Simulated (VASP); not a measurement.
Wanted: the native input for a VASP 6.6.1 run.

```yaml
Task: single point
Functional: r2SCAN
Potentials_or_basis: VASP PAW PBE potentials, release 64 (Ti_sv, O)
Cutoff: 520 eV
k_mesh: 30 × 30 × 24
Occupations: gaussian, width 0.15 eV
Spin: no spin polarisation
Dipole_correction: no
Further_INCAR_settings: ALGO = Normal; EDIFF = 1e-07; NBANDS = 16
```

The system is TiO.

```
Ti O
1.0
     2.84197    0.00000    0.00000
    -1.42098    2.46121    0.00000
     0.00000    0.00000    2.74294
Ti O
1 1
Direct
  0.66667 0.33333 0.00000
  0.00000 0.00000 0.50000
```

This cell differs from its parent crystal: ratio of the length along z to the lengths across it x 0.96, volume and fractional coordinates fixed.

One way to write it, as run:

POSCAR

```
TiO
1.0
    2.8419656414      0.0000000000      0.0000000000
   -1.4209828207      2.4612144422      0.0000000000
    0.0000000000      0.0000000000      2.7429427463
Ti O
1 1
Direct
    0.6666666667      0.3333333333      0.0000000000
    0.0000000000      0.0000000000      0.5000000000
```

INCAR.step1

```
SYSTEM = TiO
PREC = Accurate ; ENCUT = 520
ISMEAR = 0 ; SIGMA = 0.15
LREAL = .FALSE. ; LASPH = .TRUE.
NELM = 100 ; NBANDS = 16
GGA = PE ; ALGO = Normal
EDIFF = 1E-4 ; LWAVE = .TRUE.
LCHARG = .FALSE.
```

INCAR.step2

```
SYSTEM = TiO
PREC = Accurate ; ENCUT = 520
EDIFF = 1E-7 ; ISMEAR = 0
SIGMA = 0.15 ; LREAL = .FALSE.
LASPH = .TRUE. ; NELM = 100
ALGO = Normal ; ISIF = 2
LWAVE = .FALSE. ; LCHARG = .FALSE.
METAGGA = R2SCAN ; LMIXTAU = .TRUE.
NBANDS = 16 ; ISTART = 1
```

KPOINTS

```
regular mesh
0
G
  30 30 24
  0 0 0
```

Potentials or basis: VASP PAW PBE potentials, release 64 (Ti_sv, O).

Command:

```console
$ cat potpaw_PBE.64/Ti_sv/POTCAR potpaw_PBE.64/O/POTCAR > POTCAR
$ cp INCAR.step1 INCAR
$ mpirun -np 1 vasp_std > vasp.out
$ cp INCAR.step2 INCAR
$ mpirun -np 1 vasp_std > vasp.out
```

It gave:

* Pressure: 2.9 GPa
* Band gap on the k mesh: zero (band 9 reaches 11.75 eV, above the bottom of band 10 at 11.68 eV)

Caveat: the PAW data sets were made with another functional, which shifts forces and pressure a little; semilocal functionals often make such compounds metallic where correlation or magnetic order opens a gap, which also shifts bond lengths.

It took 16 min on 1 thread of Intel(R) Xeon(R) Platinum 8259CL CPU @ 2.50GHz (Skylake/Cascade Lake), with other jobs on the host, peak memory 0.44 GiB.
